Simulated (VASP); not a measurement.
Runs of VASP 6.6.1 on PbF. The structure is that of space group R-3m (No. 166), or close to it. The cells are those of the table. 

```csv
task,cell,k mesh,cutoff (eV),gap on the mesh (eV),pressure (GPa)
single point,"a = 3.606 Å, angles 72.2°, 2 atoms",18 × 18 × 18,520,none,-0.2
single point,"a = 3.608 Å, angles 72.2°, 2 atoms",6 × 6 × 6,520,none,-0.4
relaxation of cell and atoms,"relaxed from a = 3.723 Å, angles 80.7°, 2 atoms",6 × 6 × 6,600,none,0.0
single point,"a = 3.723 Å, angles 80.7°, 2 atoms",6 × 6 × 6,520,none,(a)
```

Alike in all rows: level PBE; potentials or basis VASP PAW PBE potentials, release 64 (Pb_d, F); no spin polarisation; smearing gaussian 0.1 eV.

Problem. Fill in the values left out.

Solution. (a) -7.0.

Caveats: spin-orbit coupling is left out, which moves the levels of the heavy elements; an odd number of electrons without spin polarisation forces a metal; a magnetic or distorted state may lie lower.

A k mesh can miss the band edges, and the runs leave out spin-orbit coupling on Pb.

A gap of «none» marks levels without a gap at the run's occupations.
